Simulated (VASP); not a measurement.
# AlGa3N4 (Pm) in VASP: a series of runs

AlGa3N4 is run at these levels: PBEsol; tasks: single point.

All numbers are computed with VASP 6.6.1; they aren't measurements. Logs are shortened: lines on timing, memory, paths and dates and some standing lists are left out, and cuts for length are marked.

## (1) The cell of the first run

The structure is monoclinic, space group Pm (No. 6). Conventional cell: a = 5.142 Å, b = 3.165 Å, c = 5.478 Å, α = 90.00°, β = 90.04°, γ = 90.00°. Al (site symmetry m) has 4 N at 1.63 to 2.03 Å within 2.2 Å. Within 2.4 Å of Ga (site symmetry m) lie 4 N at 1.84 to 2.02 Å. Within 2.6 Å of Ga (site symmetry m) lie 4 N at 1.96 to 2.04 Å. Within 2.5 Å of Ga (site symmetry m) lie 4 N at 1.90 to 2.11 Å. N (site symmetry m) has 1 Al at 1.63 Å and 3 Ga at 2.02 to 2.05 Å within 2.2 Å. Within 2.4 Å of N (site symmetry m) lie 2 Al at 1.84 Å and 2 Ga at 1.96 to 2.11 Å. Within 2.5 Å of N (site symmetry m) lie 4 Ga at 1.90 to 2.04 Å. Within 2.4 Å of N (site symmetry m) lie 3 Ga at 1.84 to 1.96 Å and 1 Al at 2.03 Å.

## (2) Single point, PBEsol (mode 24 (697.0 1/cm) frozen in, largest displacement +0.225 Å)

Contents of INCAR:

```
PREC = Accurate ; ENCUT = 520
EDIFF = 1E-6 ; ISMEAR = 0
SIGMA = 0.05 ; LREAL = F
LASPH = T ; NELM = 80
ALGO = Normal ; ISIF = 2
LWAVE = F ; LCHARG = F
GGA = PS ; NBANDS = 41
```

Contents of KPOINTS:

```
regular mesh
0
Gamma
  6 8 6
```

Contents of POSCAR:

```
AlGa3N4
1.0
    5.1423511994      0.0000000000      0.0001215027
    0.0000000000      3.1649848006      0.0000000000
   -0.0035856898      0.0000000000      5.4784941377
Al Ga N
1 3 4
Direct
    0.0112142898      0.5000000000      0.6622570014
    0.5004634912      0.5000000000      0.3343721472
    0.4979492058      0.0000000000      0.8316524626
    0.9981416352      0.0000000000      0.1658359446
    0.1100067203      0.5000000000      0.3801474990
    0.1192096114      0.0000000000      0.7985305525
    0.6291116180      0.0000000000      0.1828223859
    0.6174485165      0.5000000000      0.6522761348
```

Potentials or basis: VASP PAW PBE potentials, release 64 (Al, Ga_d, N).

Run with:

```sh
$ cat potpaw_PBE.64/Al/POTCAR potpaw_PBE.64/Ga_d/POTCAR potpaw_PBE.64/N/POTCAR > POTCAR
$ mpirun -np 1 vasp_std > vasp.out
```

OUTCAR:

```text
PREC = Accurate
   ENCUT = 520
   EDIFF = 1E-6
   ISMEAR = 0
   LREAL = F
   LASPH = T
   NELM = 80
   ISIF = 2
   GGA = PS

 ion  position               nearest neighbor table
   1  0.011  0.500  0.662-   5 1.63   6 1.84   6 1.84   8 2.03   2 3.09   3 3.10   3 3.10
   2  0.500  0.500  0.334-   8 1.84   7 1.91   7 1.91   5 2.02   1 3.09
   3  0.498  0.000  0.832-   6 1.96   8 1.96   8 1.96   7 2.04   1 3.10   1 3.10
   4  0.998  0.000  0.166-   7 1.90   5 2.05   5 2.05   6 2.11
   5  0.110  0.500  0.380-   1 1.63   2 2.02   4 2.05   4 2.05
   6  0.119  0.000  0.799-   1 1.84   1 1.84   3 1.96   4 2.11
   7  0.629  0.000  0.183-   4 1.90   2 1.91   2 1.91   3 2.04
   8  0.617  0.500  0.652-   2 1.84   3 1.96   3 1.96   1 2.03

  LATTYP: Found a simple monoclinic cell.
 ALAT       =     5.1423512008
 B/A-ratio  =     0.6154742601
 C/A-ratio  =     1.0653677855
 COS(beta)  =    -0.0006308748

  Lattice vectors:

 A1 = (   5.1423511994,   0.0000000000,   0.0001215027)
 A2 = (   0.0000000000,   3.1649848006,   0.0000000000)
 A3 = (  -0.0035856898,   0.0000000000,   5.4784941377)

Analysis of symmetry for initial positions (statically):
=====================================================================
 Subroutine PRICEL returns:
 Original cell was already a primitive cell.

 Routine SETGRP: Setting up the symmetry group for a
 simple monoclinic supercell.

 Subroutine GETGRP returns: Found  2 space group operations
 (whereof  2 operations were pure point group operations)
 out of a pool of  4 trial point group operations.

The static configuration has the point symmetry C_1h.

Analysis of symmetry for dynamics (positions and initial velocities):
=====================================================================
 Subroutine PRICEL returns:
 Original cell was already a primitive cell.

 Routine SETGRP: Setting up the symmetry group for a
 simple monoclinic supercell.

 Subroutine GETGRP returns: Found  2 space group operations
 (whereof  2 operations were pure point group operations)
 out of a pool of  4 trial point group operations.

The dynamic configuration has the point symmetry C_1h.

 Subroutine INISYM returns: Found  2 space group operations
 (whereof  2 operations are pure point group operations),
 and found     1 'primitive' translations

----------------------------------------------------------------------------------------

                                     Primitive cell

  volume of cell :      89.1650

  direct lattice vectors                    reciprocal lattice vectors
     5.142351199  0.000000000  0.000121503     0.194463572  0.000000000  0.000127277
     0.000000000  3.164984801  0.000000000     0.000000000  0.315957284  0.000000000
    -0.003585690  0.000000000  5.478494138    -0.000004313  0.000000000  0.182531907

  length of vectors
     5.142351201  3.164984801  5.478495311     0.194463614  0.315957284  0.182531907

  position of ions in fractional coordinates (direct lattice)
     0.011214290  0.500000000  0.662257001
     0.500463491  0.500000000  0.334372147
     0.497949206  0.000000000  0.831652463
     0.998141635  0.000000000  0.165835945
     0.110006720  0.500000000  0.380147499
     0.119209611  0.000000000  0.798530552
     0.629111618  0.000000000  0.182822386
     0.617448516  0.500000000  0.652276135

  ion indices of the primitive-cell ions
   primitive index   ion index
                 1           1
                 2           2
                 3           3
                 4           4
                 5           5
                 6           6
                 7           7
                 8           8

----------------------------------------------------------------------------------------

 KPOINTS: regular mesh

Automatic generation of k-mesh.
 Grid dimensions read from file:
 generate k-points for:    6    8    6

 Generating k-lattice:

  Cartesian coordinates                     Fractional coordinates (reciprocal lattice)
     0.032410595  0.000000000  0.000021213     0.166666667  0.000000000  0.000000000
     0.000000000  0.039494660  0.000000000     0.000000000  0.125000000  0.000000000
    -0.000000719  0.000000000  0.030421985    -0.000000000  0.000000000  0.166666667

  Length of vectors
     0.032410602  0.039494660  0.030421985

  Shift w.r.t. Gamma in fractional coordinates (k-lattice)
     0.000000000  0.000000000  0.000000000

 Subroutine IBZKPT returns following result:
 ===========================================

 Found    100 irreducible k-points:

 Following reciprocal coordinates:
            Coordinates               Weight
  0.000000  0.000000  0.000000      1.000000
  0.166667  0.000000  0.000000      2.000000
  0.333333  0.000000  0.000000      2.000000
  0.500000  0.000000  0.000000      1.000000
  0.000000  0.125000  0.000000      2.000000
  0.166667  0.125000  0.000000      4.000000
[... 16 lines left out ...]
  0.333333  0.000000  0.166667      2.000000
  0.500000  0.000000  0.166667      2.000000
 [... further k-points ...]
   k-points           NKPTS =    100   k-points in BZ     NKDIM =    100   number of bands    NBANDS=     41
   number of dos      NEDOS =    301   number of ions     NIONS =      8
   total plane-waves  NPLWV =  40320
   dimension x,y,z NGX =    40 NGY =   24 NGZ =   42
   dimension x,y,z NGXF=    80 NGYF=   48 NGZF=   84
   ions per type =               1   3   4
   NGX,Y,Z   is equivalent  to a cutoff of  12.93, 12.61, 12.74 a.u.
   NGXF,Y,Z  is equivalent  to a cutoff of  25.86, 25.21, 25.49 a.u.
 SYSTEM =  unknown system
   PREC   = accura    normal or accurate (medium, high low for compatibility)
   ISTART =      0    job   : 0-new  1-cont  2-samecut
   ICHARG =      2    charge: 1-file 2-atom 10-const
   ISPIN  =      1    spin polarized calculation?
   LNONCOLLINEAR =      F non collinear calculations
   LSORBIT =      F    spin-orbit coupling
   LASPH  =      T    aspherical Exc in radial PAW
   ENCUT  =  520.0 eV  38.22 Ry    6.18 a.u.   9.56  5.88 10.19*2*pi/ulx,y,z
   NELM   =     80;   NELMIN=  2; NELMDL= -5     # of ELM steps
   EDIFF  = 0.1E-05   stopping-criterion for ELM
   LREAL  =      F    real-space projection
   EDIFFG = 0.1E-04   stopping-criterion for IOM
   NSW    =      0    number of steps for IOM
   IBRION =     -1    ionic relax: 0-MD 1-quasi-New 2-CG
   NFREE  =      0    steps in history (QN), initial steepest desc. (CG)
   ISIF   =      2    stress and relaxation
   ISYM   =      2    0-nonsym 1-usesym 2-fastsym
   POTIM  = 0.5000    time-step for ionic-motion
   TEBEG  =    0.0;   TEEND  =   0.0 temperature during run
   PSTRESS=    0.0 pullay stress
   NELECT =      62.0000    total number of electrons
   NUPDOWN=      -1.0000    fix difference up-down
   EMIN   =  10.00;   EMAX   =-10.00  energy-range for DOS
   EFERMI =   0.00;   METHOD = LEGACY
   ISMEAR =     0;   SIGMA  =   0.05  broadening in eV -4-tet -1-fermi 0-gaus
   EFERMI_NEDOS =   21; number of points for ismear=-14 and -15
   IALGO  =     38    algorithm
   IMIX   =      4    mixing-type and parameters
     AMIX     =   0.40;   BMIX     =  1.00
     AMIX_MAG =   1.60;   BMIX_MAG =  1.00
  volume/ion in A,a.u.               =      11.15        75.21
  Fermi-wavevector in a.u.,A,eV,Ry     =   1.450354  2.740771 28.620199  2.103525
  Thomas-Fermi vector in A             =   2.567975
   LORBIT       =      0    0 simple, 1 ext, 2 COOP (PROOUT), +10 PAW based schemes
   GGA     = PS    functional components
   LHFCALC =     F    Hartree Fock is set to
   AEXX    =    0.0000 exact exchange contribution
   IVDW    =     0    specifies the selected vdW correction
   LEPSILON=     F    determine dielectric tensor
   LRPA    =     F    only Hartree local field effects (RPA)
 non-spin polarized calculation
 Gauss-broadening in eV      SIGMA  =   0.05
  energy-cutoff  :      520.00
  volume of cell :       89.17
 maximum number of plane-waves:      2426
 NGX is ok and might be reduce to    40
   NGX = 19   NGY = 11   NGZ = 21

 number of electron      61.9999977 magnetization

 Free energy of the ion-electron system (eV)
  ---------------------------------------------------
  ext. energy  EPLUGINS =         0.00000000
  ---------------------------------------------------
  free energy    TOTEN  =       -53.48023502 eV

  energy without entropy =      -53.48023502  energy(sigma->0) =      -53.48023502

 E-fermi :   5.7518     XC(G=0): -11.7333

 val. band max:        5.4865395947   @ k =   0.0000   0.0000   0.0000
 cond. band min:       7.6030211447   @ k =   0.0000   0.0000   0.0000
 fundamental gap:      2.1164815500
 Fermi energy:         5.7518172737

 k-point     1 :       0.0000    0.0000    0.0000
  band No.  band energies     occupation
      1     -10.4708      2.00000
      2      -9.6238      2.00000
      3      -9.1204      2.00000
      4      -8.8720      2.00000
      5      -8.0516      2.00000
      6      -8.0430      2.00000
[... 33 lines left out ...]
     40      15.7790      0.00000
     41      15.9787      0.00000

 k-point     2 :       0.1667    0.0000    0.0000
  band No.  band energies     occupation
      1     -10.3901      2.00000
      2      -9.6217      2.00000
      3      -9.1447      2.00000
      4      -8.8580      2.00000
      5      -8.0495      2.00000
      6      -8.0486      2.00000
[... 33 lines left out ...]
     40      15.4236      0.00000
     41      15.9078      0.00000

 k-point     3 :       0.3333    0.0000    0.0000
  band No.  band energies     occupation
      1     -10.1844      2.00000
      2      -9.6420      2.00000
      3      -9.2103      2.00000
      4      -8.8281      2.00000
      5      -8.0586      2.00000
      6      -8.0450      2.00000
[... 33 lines left out ...]
     40      15.0656      0.00000
     41      15.4558      0.00000

 k-point     4 :       0.5000    0.0000    0.0000
  band No.  band energies     occupation
      1     -10.0271      2.00000
      2      -9.6957      2.00000
      3      -9.2531      2.00000
      4      -8.8122      2.00000
      5      -8.0630      2.00000
      6      -8.0425      2.00000
[... 825 lines left out ...]
     40      15.2742      0.00000
     41      15.3321      0.00000

 k-point    23 :       0.3333    0.0000    0.1667
  band No.  band energies     occupation
      1     -10.1319      2.00000
      2      -9.6247      2.00000
      3      -9.2097      2.00000
      4      -8.8444      2.00000
      5      -8.0573      2.00000
      6      -8.0448      2.00000
[... 33 lines left out ...]
     40      15.1995      0.00000
     41      15.2589      0.00000

 k-point    24 :       0.5000    0.0000    0.1667
  band No.  band energies     occupation
      1      -9.9928      2.00000
      2      -9.6508      2.00000
      3      -9.2579      2.00000
      4      -8.8253      2.00000
      5      -8.0625      2.00000
      6      -8.0425      2.00000
[... 33 lines left out ...]
     40      14.8715      0.00000
     41      15.4799      0.00000

 [... further k-points ...]
[... 5 lines left out ...]
  --------------------------------------------------------------------------------------
  -------------------------------------------------------------------------------------
  Total        0.3136375      1.3141961      7.4153749      0.0000000      0.0000000     -2.0561150
  in kB        5.6356499     23.6143606    133.2444493      0.0000000      0.0000000    -36.9456594
  external PRESSURE =      54.1648199 kB  Pullay stress =       0.0000000 kB

 VOLUME and BASIS-vectors are now :
 -----------------------------------------------------------------------------
  energy-cutoff  :      520.00
  volume of cell :       89.17
      direct lattice vectors                 reciprocal lattice vectors
     5.142351199  0.000000000  0.000121503     0.194463572  0.000000000  0.000127277
     0.000000000  3.164984801  0.000000000     0.000000000  0.315957284  0.000000000
    -0.003585690  0.000000000  5.478494138    -0.000004313  0.000000000  0.182531907

 POSITION                                       TOTAL-FORCE (eV/Angst)
 -----------------------------------------------------------------------------------
      0.05529      1.58249      3.62817        -3.356681      0.000000      4.639142
      2.57236      1.58249      1.83192        -0.927001      0.000000      0.082334
      2.55765      0.00000      4.55626         0.539603      0.000000     -0.359987
      5.13220      0.00000      0.90865         0.832552      0.000000      0.610794
      0.56433      1.58249      2.08265         2.419311      0.000000     -8.836191
      0.61015      0.00000      4.37476         0.046031      0.000000      3.334037
      3.23446      0.00000      1.00167        -1.022555      0.000000     -1.925227
      3.17280      1.58249      3.57357         1.468741      0.000000      2.455098
 -----------------------------------------------------------------------------------
    total drift:                               -0.000564      0.000000     -0.000414

  FREE ENERGIE OF THE ION-ELECTRON SYSTEM (eV)
  ---------------------------------------------------
  free  energy   TOTEN  =       -53.4802350183 eV

  energy  without entropy=      -53.4802350183  energy(sigma->0) =      -53.48023502
```

It took 4.4 min on 1 thread of Intel Xeon Platinum 8488C (Sapphire Rapids), shared host; peak memory 0.4 GiB.

Results:

```yaml
Free_energy: -53.4802 eV
Pressure: 5.4 GPa
Largest_force: 9.161 eV/Å
Band_gap_on_the_k_mesh: 2.12 eV, direct
```

Forces on the atoms (eV/Å):
```
Al  -3.357  0.000  4.639
Ga  -0.927  0.000  0.082
Ga   0.540  0.000 -0.360
Ga   0.833  0.000  0.611
N    2.419  0.000 -8.836
N    0.046  0.000  3.334
N   -1.023  0.000 -1.925
N    1.469  0.000  2.455
```

Stress tensor (GPa, compression positive):
```
 0.56  0.00 -3.69
 0.00  2.36  0.00
-3.69  0.00 13.32
```

Levels at points of the mesh, in eV from the valence-band top:
```tsv
k point	band 28	band 29	band 30	band 31	band 32	band 33	band 34	band 35
(0.00, 0.00, 0.00)	-0.63	-0.16	-0.08	0.00	2.12	3.98	5.17	5.53
(0.50, 0.00, 0.00)	-1.11	-0.65	-0.34	-0.33	3.52	3.89	4.69	5.10
(0.00, 0.50, 0.00)	-2.29	-2.22	-2.18	-1.22	4.94	5.38	5.86	5.95
(0.50, 0.50, 0.00)	-1.71	-1.48	-1.41	-1.33	4.85	5.86	5.94	6.12
(0.00, 0.00, 0.50)	-1.00	-0.53	-0.45	-0.30	4.03	4.78	5.81	6.07
(0.50, 0.00, 0.50)	-1.57	-1.55	-0.98	-0.84	4.39	4.92	5.64	6.18
(0.00, 0.50, 0.50)	-2.41	-1.55	-1.21	-0.78	3.71	4.29	5.11	5.14
(0.50, 0.50, 0.50)	-1.68	-1.57	-1.48	-1.48	3.78	3.96	4.30	4.51
```

Caveat: the cell differs from its parent crystal (mode 24 (697.0 1/cm) frozen in, largest displacement +0.225 Å); the PAW data sets were made with another functional, which shifts forces and pressure a little. A k mesh can miss the band edges.

## (3) Single point, PBEsol (mode 24 (697.0 1/cm) frozen in, largest displacement -0.150 Å)

Contents of INCAR:

```
SYSTEM = AlGa3N4
PREC     = Accurate       ! precision mode
ENCUT    = 520            ! plane-wave cutoff, eV
EDIFF    = 1E-6           ! SCF threshold, eV
ISMEAR   = 0              ! smearing method
SIGMA    = 0.05           ! smearing width, eV
LREAL    = .False.        ! projectors in reciprocal space
LASPH    = .True.         ! aspherical terms in the spheres
NELM     = 80             ! most SCF steps
ALGO     = Normal         ! electronic algorithm
ISIF     = 2              ! what is computed and relaxed
LWAVE    = .False.        ! write WAVECAR
LCHARG   = .False.        ! write CHGCAR
GGA      = PS             ! functional
NBANDS   = 41             ! bands
```

Contents of KPOINTS:

```
Automatic mesh
0
Gamma
  6 8 6
  0 0 0
```

Contents of POSCAR:

```
AlGa3N4
1.0
    5.1423511994      0.0000000000      0.0001215027
    0.0000000000      3.1649848006      0.0000000000
   -0.0035856898      0.0000000000      5.4784941377
Al Ga N
1 3 4
Direct
   -0.0064704887      0.5000000000      0.6707580399
    0.4982188442      0.5000000000      0.3352845346
    0.4997461703      0.0000000000      0.8314933591
    1.0010085454      0.0000000000      0.1664102509
    0.1261101094      0.5000000000      0.3133973597
    0.1166035577      0.0000000000      0.8449397303
    0.6146649867      0.0000000000      0.1551455543
    0.6404215663      0.5000000000      0.6773100860
```

Potentials or basis: VASP PAW PBE potentials, release 64 (Al, Ga_d, N).

Run with:

```sh
$ cat potpaw_PBE.64/Al/POTCAR potpaw_PBE.64/Ga_d/POTCAR potpaw_PBE.64/N/POTCAR > POTCAR
$ mpirun -np 1 vasp_std > vasp.out
```

Wall time 4.8 min (1 thread of Intel Xeon Platinum 8488C (Sapphire Rapids), shared host); peak memory 0.4 GiB.

It converged, with:

```
Free energy            : -54.4840 eV
Pressure               : 1.8 GPa
Largest force          : 2.904 eV/Å
Band gap on the k mesh : 2.27 eV, direct
```

Forces in eV/Å, atoms in the order of the input:
```
Al   1.745  0.000 -0.221
Ga   0.505  0.000 -0.342
Ga  -0.519  0.000 -0.108
Ga  -0.883  0.000  0.162
N   -0.499  0.000  2.860
N    0.274  0.000 -2.829
N    0.777  0.000  1.680
N   -1.402  0.000 -1.204
```

Stress tensor (GPa, compression positive):
```
2.95 0.00 0.26
0.00 1.11 0.00
0.26 0.00 1.22
```

Levels at points of the mesh, in eV from the valence-band top:
| k point | band 28 | band 29 | band 30 | band 31 | band 32 | band 33 | band 34 | band 35 |
| --- | --- | --- | --- | --- | --- | --- | --- | --- |
| (0.00, 0.00, 0.00) | -0.92 | -0.12 | -0.01 | 0.00 | 2.27 | 4.62 | 5.10 | 5.45 |
| (0.50, 0.00, 0.00) | -0.67 | -0.55 | -0.46 | -0.43 | 4.05 | 4.16 | 4.72 | 5.23 |
| (0.00, 0.50, 0.00) | -2.33 | -2.05 | -1.91 | -1.60 | 5.13 | 5.60 | 6.54 | 6.69 |
| (0.50, 0.50, 0.00) | -1.71 | -1.59 | -1.49 | -1.45 | 5.24 | 5.68 | 6.14 | 6.21 |
| (0.00, 0.00, 0.50) | -1.14 | -0.68 | -0.39 | -0.31 | 4.39 | 4.71 | 6.07 | 6.13 |
| (0.50, 0.00, 0.50) | -1.65 | -1.50 | -1.06 | -0.99 | 4.94 | 5.02 | 5.71 | 5.84 |
| (0.00, 0.50, 0.50) | -2.50 | -2.05 | -0.94 | -0.86 | 4.56 | 5.19 | 5.38 | 5.42 |
| (0.50, 0.50, 0.50) | -1.86 | -1.74 | -1.59 | -1.51 | 3.97 | 4.26 | 4.28 | 4.97 |

Caveat: the cell differs from its parent crystal (mode 24 (697.0 1/cm) frozen in, largest displacement -0.150 Å); the PAW data sets were made with another functional, which shifts forces and pressure a little.
